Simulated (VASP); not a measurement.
# Mg9O8 (a cell with a defect) in VASP: relaxation of the atoms with PBE

Aim: the relaxation of the atoms of Mg9O8 (a cell with a defect) with PBE.

Program: VASP 6.6.1. These are calculated values, not measurements. Logs are shortened: lines on timing, memory, paths and dates and some standing lists are left out, and cuts for length are marked.

**1. The cell of the first run**

The cell holds a defect, 17 atoms: a = 6.211 Å, b = 6.211 Å, c = 6.211 Å, α = 60.00°, β = 60.00°, γ = 60.00°.

**2. Relaxation of the atoms, PBE**

INCAR reads:

```
  PREC = Accurate
  ENCUT = 520
  EDIFF = 1E-6
  ISMEAR = 0
  SIGMA = 0.05
  LREAL = Auto
  LASPH = True
  NELM = 80
  ALGO = Normal
  ISIF = 2
  LWAVE = False
  LCHARG = False
  GGA = PE
  IBRION = 2
  NSW = 80
  EDIFFG = -0.03
```

KPOINTS reads:

```
Automatic mesh
0
Gamma
  2 2 2
```

POSCAR reads:

```
Mg9O8
1.0
    0.0000000000      4.3915000000      4.3915000000
    4.3915000000      0.0000000000      4.3915000000
    4.3915000000      4.3915000000      0.0000000000
Mg O
9 8
Direct
    0.0000000000      0.0000000000      0.0000000000
    0.0000000000      0.0000000000      0.5000000000
    0.0000000000      0.5000000000      0.0000000000
    0.0000000000      0.5000000000      0.5000000000
    0.5000000000      0.0000000000      0.0000000000
    0.5000000000      0.0000000000      0.5000000000
    0.5000000000      0.5000000000      0.0000000000
    0.5000000000      0.5000000000      0.5000000000
    0.6257148200      0.6157584900      0.1218987200
    0.2500000000      0.2500000000      0.2500000000
    0.2500000000      0.2500000000      0.7500000000
    0.2500000000      0.7500000000      0.2500000000
    0.2500000000      0.7500000000      0.7500000000
    0.7500000000      0.2500000000      0.2500000000
    0.7500000000      0.2500000000      0.7500000000
    0.7500000000      0.7500000000      0.2500000000
    0.7500000000      0.7500000000      0.7500000000
```

Potentials or basis: VASP PAW PBE potentials, release 64 (Mg, O).

The run is started by

```bash
$ cat potpaw_PBE.64/Mg/POTCAR potpaw_PBE.64/O/POTCAR > POTCAR
$ mpirun -np 1 vasp_std > vasp.out
```

OUTCAR:

```text
PREC = Accurate
   ENCUT = 520
   EDIFF = 1E-6
   ISMEAR = 0
   LREAL = Auto
   LASPH = True
   NELM = 80
   ISIF = 2
   GGA = PE
   IBRION = 2
   NSW = 80
   EDIFFG = -0.03

 ion  position               nearest neighbor table
   1  0.000  0.000  0.000-  11 2.20  12 2.20  13 2.20  14 2.20  15 2.20  16 2.20   2 3.11   3 3.11
                             5 3.11   2 3.11   4 3.11   6 3.11   3 3.11   4 3.11   7 3.11   5 3.11
   2  0.000  0.000  0.500-  10 2.20  12 2.20  13 2.20  14 2.20  15 2.20  17 2.20   1 3.11   4 3.11
                             6 3.11   1 3.11   3 3.11   5 3.11   3 3.11   4 3.11   8 3.11   5 3.11
   3  0.000  0.500  0.000-   9 1.90  10 2.20  11 2.20  13 2.20  14 2.20  16 2.20  17 2.20   4 3.11
                             7 3.11   1 3.11   2 3.11   4 3.11   8 3.11   1 3.11   2 3.11   5 3.11
   4  0.000  0.500  0.500-  10 2.20  11 2.20  12 2.20  15 2.20  16 2.20  17 2.20   2 3.11   3 3.11
                             8 3.11   1 3.11   3 3.11   7 3.11   1 3.11   2 3.11   6 3.11   6 3.11
   5  0.500  0.000  0.000-   9 1.95  10 2.20  11 2.20  12 2.20  15 2.20  16 2.20  17 2.20   6 3.11
                             7 3.11   1 3.11   2 3.11   6 3.11   8 3.11   3 3.11   7 3.11   8 3.11
   6  0.500  0.000  0.500-  10 2.20  11 2.20  13 2.20  14 2.20  16 2.20  17 2.20   2 3.11   5 3.11
                             8 3.11   1 3.11   5 3.11   7 3.11   4 3.11   7 3.11   8 3.11   1 3.11
   7  0.500  0.500  0.000-   9 1.84  10 2.20  12 2.20  13 2.20  14 2.20  15 2.20  17 2.20   5 3.11
                             8 3.11   3 3.11   4 3.11   6 3.11   8 3.11   1 3.11   5 3.11   6 3.11
   8  0.500  0.500  0.500-   9 1.92  11 2.20  12 2.20  13 2.20  14 2.20  15 2.20  16 2.20   6 3.11
                             7 3.11   4 3.11   3 3.11   5 3.11   7 3.11   2 3.11   5 3.11   6 3.11
   9  0.626  0.616  0.122-   7 1.84  14 1.86  17 1.89   3 1.90  12 1.91   8 1.92   5 1.95  16 1.96
                             1 3.58   6 3.59   4 3.60   4 3.62   2 3.62   6 3.63   1 3.64   2 3.66
  10  0.250  0.250  0.250-   2 2.20   3 2.20   4 2.20   5 2.20   6 2.20   7 2.20
  11  0.250  0.250  0.750-   1 2.20   3 2.20   4 2.20   5 2.20   6 2.20   8 2.20
  12  0.250  0.750  0.250-   9 1.91   2 2.20   4 2.20   5 2.20   7 2.20   8 2.20   1 2.20
  13  0.250  0.750  0.750-   1 2.20   2 2.20   3 2.20   6 2.20   7 2.20   8 2.20
  14  0.750  0.250  0.250-   9 1.86   2 2.20   3 2.20   6 2.20   7 2.20   8 2.20   1 2.20
  15  0.750  0.250  0.750-   1 2.20   2 2.20   4 2.20   5 2.20   7 2.20   8 2.20
  16  0.750  0.750  0.250-   9 1.96   3 2.20   4 2.20   5 2.20   6 2.20   8 2.20   1 2.20
  17  0.750  0.750  0.750-   9 1.89   3 2.20   4 2.20   5 2.20   6 2.20   7 2.20   2 2.20

  LATTYP: Found a face centered cubic cell.
 ALAT       =     8.7830000000

  Lattice vectors:

 A1 = (   0.0000000000,   4.3915000000,   4.3915000000)
 A2 = (   4.3915000000,   0.0000000000,   4.3915000000)
 A3 = (   4.3915000000,   4.3915000000,   0.0000000000)

Analysis of symmetry for initial positions (statically):
=====================================================================
 Subroutine PRICEL returns:
 Original cell was already a primitive cell.

 Routine SETGRP: Setting up the symmetry group for a
 face centered cubic supercell.

 Subroutine GETGRP returns: Found  1 space group operations
 (whereof  1 operations were pure point group operations)
 out of a pool of 48 trial point group operations.

The static configuration has the point symmetry C_1 .

Analysis of symmetry for dynamics (positions and initial velocities):
=====================================================================
 Subroutine PRICEL returns:
 Original cell was already a primitive cell.

 Routine SETGRP: Setting up the symmetry group for a
 face centered cubic supercell.

 Subroutine GETGRP returns: Found  1 space group operations
 (whereof  1 operations were pure point group operations)
 out of a pool of 48 trial point group operations.

The dynamic configuration has the point symmetry C_1 .

 Subroutine INISYM returns: Found  1 space group operations
 (whereof  1 operations are pure point group operations),
 and found     1 'primitive' translations

----------------------------------------------------------------------------------------

                                     Primitive cell

  volume of cell :     169.3825

  direct lattice vectors                    reciprocal lattice vectors
     0.000000000  4.391500000  4.391500000    -0.113856313  0.113856313  0.113856313
     4.391500000  0.000000000  4.391500000     0.113856313 -0.113856313  0.113856313
     4.391500000  4.391500000  0.000000000     0.113856313  0.113856313 -0.113856313

  length of vectors
     6.210518859  6.210518859  6.210518859     0.197204919  0.197204919  0.197204919

  position of ions in fractional coordinates (direct lattice)
     0.000000000  0.000000000  0.000000000
     0.000000000  0.000000000  0.500000000
     0.000000000  0.500000000  0.000000000
     0.000000000  0.500000000  0.500000000
     0.500000000  0.000000000  0.000000000
[... 46 lines left out ...]
     0.056928157  0.056928157 -0.056928157     0.000000000  0.000000000  0.500000000

  Length of vectors
     0.098602460  0.098602460  0.098602460

  Shift w.r.t. Gamma in fractional coordinates (k-lattice)
     0.000000000  0.000000000  0.000000000

 Subroutine IBZKPT returns following result:
 ===========================================

 Found      8 irreducible k-points:

 Following reciprocal coordinates:
            Coordinates               Weight
  0.000000  0.000000  0.000000      1.000000
  0.500000  0.000000  0.000000      1.000000
  0.000000  0.500000  0.000000      1.000000
  0.000000  0.000000  0.500000      1.000000
  0.500000  0.500000  0.500000      1.000000
  0.500000  0.500000  0.000000      1.000000
  0.000000  0.500000  0.500000      1.000000
  0.500000  0.000000  0.500000      1.000000
   k-points           NKPTS =      8   k-points in BZ     NKDIM =      8   number of bands    NBANDS=     42
   number of dos      NEDOS =    301   number of ions     NIONS =     17
   total plane-waves  NPLWV = 110592
   dimension x,y,z NGX =    48 NGY =   48 NGZ =   48
   dimension x,y,z NGXF=    96 NGYF=   96 NGZF=   96
   ions per type =               9   8
   NGX,Y,Z   is equivalent  to a cutoff of  12.85, 12.85, 12.85 a.u.
   NGXF,Y,Z  is equivalent  to a cutoff of  25.70, 25.70, 25.70 a.u.
 SYSTEM =  unknown system
   PREC   = accura    normal or accurate (medium, high low for compatibility)
   ISTART =      0    job   : 0-new  1-cont  2-samecut
   ICHARG =      2    charge: 1-file 2-atom 10-const
   ISPIN  =      1    spin polarized calculation?
   LNONCOLLINEAR =      F non collinear calculations
   LSORBIT =      F    spin-orbit coupling
   LASPH  =      T    aspherical Exc in radial PAW
   ENCUT  =  520.0 eV  38.22 Ry    6.18 a.u.  11.55 11.55 11.55*2*pi/ulx,y,z
   NELM   =     80;   NELMIN=  2; NELMDL= -5     # of ELM steps
   EDIFF  = 0.1E-05   stopping-criterion for ELM
   LREAL  =      T    real-space projection
   EDIFFG = -.3E-01   stopping-criterion for IOM
   NSW    =     80    number of steps for IOM
   IBRION =      2    ionic relax: 0-MD 1-quasi-New 2-CG
   NFREE  =      1    steps in history (QN), initial steepest desc. (CG)
   ISIF   =      2    stress and relaxation
   ISYM   =      2    0-nonsym 1-usesym 2-fastsym
   POTIM  = 0.5000    time-step for ionic-motion
   TEBEG  =    0.0;   TEEND  =   0.0 temperature during run
   PSTRESS=    0.0 pullay stress
   NELECT =      66.0000    total number of electrons
   NUPDOWN=      -1.0000    fix difference up-down
   EMIN   =  10.00;   EMAX   =-10.00  energy-range for DOS
   EFERMI =   0.00;   METHOD = LEGACY
   ISMEAR =     0;   SIGMA  =   0.05  broadening in eV -4-tet -1-fermi 0-gaus
   EFERMI_NEDOS =   21; number of points for ismear=-14 and -15
   IALGO  =     38    algorithm
   IMIX   =      4    mixing-type and parameters
     AMIX     =   0.40;   BMIX     =  1.00
     AMIX_MAG =   1.60;   BMIX_MAG =  1.00
  volume/ion in A,a.u.               =       9.96        67.24
  Fermi-wavevector in a.u.,A,eV,Ry     =   1.195730  2.259603 19.453217  1.429771
  Thomas-Fermi vector in A             =   2.331688
   LORBIT       =      0    0 simple, 1 ext, 2 COOP (PROOUT), +10 PAW based schemes
   GGA     = PE    functional components
   LHFCALC =     F    Hartree Fock is set to
   AEXX    =    0.0000 exact exchange contribution
   IVDW    =     0    specifies the selected vdW correction
   LEPSILON=     F    determine dielectric tensor
   LRPA    =     F    only Hartree local field effects (RPA)
 conjugate gradient relaxation of ions
 non-spin polarized calculation
 Gauss-broadening in eV      SIGMA  =   0.05
  energy-cutoff  :      520.00
  volume of cell :      169.38
 maximum number of plane-waves:      4573
 NGX is ok and might be reduce to    48
   NGX = 23   NGY = 23   NGZ = 23

--------------------------------------- Ionic step        1  -------------------------------------------

 number of electron      65.9999969 magnetization

 Free energy of the ion-electron system (eV)
  ---------------------------------------------------
  ext. energy  EPLUGINS =         0.00000000
  ---------------------------------------------------
  free energy    TOTEN  =       -79.65658992 eV

  energy without entropy =      -79.64626007  energy(sigma->0) =      -79.65142499

------------------------ aborting loop because EDIFF is reached ----------------------------------------

  FORCE on cell =-STRESS in cart. coord.  units (eV):
  Direction    XX          YY          ZZ          XY          YZ          ZX
  --------------------------------------------------------------------------------------
  -------------------------------------------------------------------------------------
  Total       20.4999323     20.6835444     20.5976672      0.7109123      1.0133316      0.2960248
  in kB      193.9073864    195.6441595    194.8318538      6.7244687      9.5850309      2.8000773
  external PRESSURE =     194.7944666 kB  Pullay stress =       0.0000000 kB
[... 134 lines left out ...]
  FREE ENERGIE OF THE ION-ELECTRON SYSTEM (eV)
  ---------------------------------------------------
  free  energy   TOTEN  =       -85.2284076310 eV

  energy  without entropy=      -85.2172765570  energy(sigma->0) =      -85.22284209

[... ionic steps 4 to 10 ...]

--------------------------------------- Ionic step       11  -------------------------------------------

 number of electron      66.0000004 magnetization

------------------------ aborting loop because EDIFF is reached ----------------------------------------
[... 97 lines left out ...]
--------------------------------------- Ionic step       13  -------------------------------------------

 number of electron      66.0000004 magnetization

 Free energy of the ion-electron system (eV)
  ---------------------------------------------------
  ext. energy  EPLUGINS =         0.00000000
  ---------------------------------------------------
  free energy    TOTEN  =       -85.35142619 eV

  energy without entropy =      -85.34131570  energy(sigma->0) =      -85.34637095

 E-fermi :   8.4742     XC(G=0): -10.8522

 val. band max:        8.4696485151   @ k =   0.0000   0.5000   0.0000
 cond. band min:       8.7507027613   @ k =   0.0000   0.0000   0.0000
 fundamental gap:      0.2810542462
 Fermi energy:         8.4741667481

 k-point     1 :       0.0000    0.0000    0.0000
  band No.  band energies     occupation
      1     -14.0721      2.00000
      2     -13.0823      2.00000
      3     -13.0770      2.00000
      4     -13.0750      2.00000
      5     -13.0722      2.00000
      6     -12.8306      2.00000
[... 393 lines left out ...]
  FREE ENERGIE OF THE ION-ELECTRON SYSTEM (eV)
  ---------------------------------------------------
  free  energy   TOTEN  =       -85.3514261947 eV

  energy  without entropy=      -85.3413156995  energy(sigma->0) =      -85.34637095

 reached required accuracy - stopping structural energy minimisation
```

It took 8.7 min on 1 thread of Intel Xeon Platinum 8488C (Sapphire Rapids), shared host; peak memory 0.34 GiB.

Results:

| Property | Result |
| --- | --- |
| Free energy | -85.3514 eV |
| Energy gained by relaxing | 335.0 meV/atom |
| Ionic steps | 13 |
| Pressure after relaxing | 16.8 GPa |
| Largest force after relaxing | 0.017 eV/Å |
| Band gap on the k mesh | zero (band 33 reaches 8.91 eV, above the bottom of band 34 at 8.42 eV) |

Forces in eV/Å, atoms in the order of the input:
```
Mg   0.001 -0.001  0.001
Mg   0.001  0.000  0.001
Mg  -0.013  0.008  0.007
Mg   0.001  0.000  0.000
Mg   0.002 -0.006  0.003
Mg   0.001 -0.001  0.001
Mg  -0.009 -0.007 -0.008
Mg   0.005  0.007 -0.011
Mg  -0.015  0.000 -0.008
O   -0.003 -0.001  0.002
O    0.000  0.002  0.000
O    0.009  0.002  0.012
O   -0.002  0.004 -0.002
O    0.001  0.010 -0.004
O    0.003 -0.002 -0.003
O    0.006 -0.011  0.001
O    0.013 -0.004  0.009
```

Step by step:
| step | energy change (eV) | largest force (eV/Å) | pressure (GPa) |
| --- | --- | --- | --- |
| 1 | 0.0000 | 9.9809 | 19.48 |
| 2 | -4.5979 | 4.5653 | 20.79 |
| 3 | -5.5718 | 0.5463 | 17.95 |
| 4 | -5.5712 | 0.5123 | 18.05 |
| 5 | -5.6589 | 0.3306 | 17.52 |
| 6 | -5.6664 | 0.6388 | 17.35 |
| 7 | -5.6894 | 0.1235 | 16.89 |
| 8 | -5.6900 | 0.0876 | 16.95 |
| 9 | -5.6925 | 0.0649 | 16.92 |
| 10 | -5.6936 | 0.1079 | 16.88 |
| 11 | -5.6946 | 0.0541 | 16.77 |
| 12 | -5.6947 | 0.0396 | 16.79 |
| 13 | -5.6948 | 0.0169 | 16.77 |

Final structure:
```
CELL_PARAMETERS angstrom
0.00000 4.39150 4.39150
4.39150 0.00000 4.39150
4.39150 4.39150 0.00000
ATOMIC_POSITIONS crystal
Mg 0.00022 0.00048 0.99913
Mg 0.00013 0.00031 0.50019
Mg 0.06462 0.47858 0.97845
Mg 0.00032 0.49901 0.50042
Mg 0.47947 0.06149 0.97952
Mg 0.49918 0.00041 0.50026
Mg 0.47731 0.47753 0.97739
Mg 0.47881 0.47896 0.56341
Mg 0.62548 0.62123 0.12384
O 0.24634 0.24529 0.26115
O 0.24707 0.24603 0.74670
O 0.24569 0.75268 0.25169
O 0.24587 0.76185 0.74549
O 0.75296 0.24188 0.25364
O 0.76077 0.24555 0.74620
O 0.74965 0.75106 0.25018
O 0.75183 0.75343 0.74422
```

Caveat: the k points lie up to 0.62 Å⁻¹ apart.
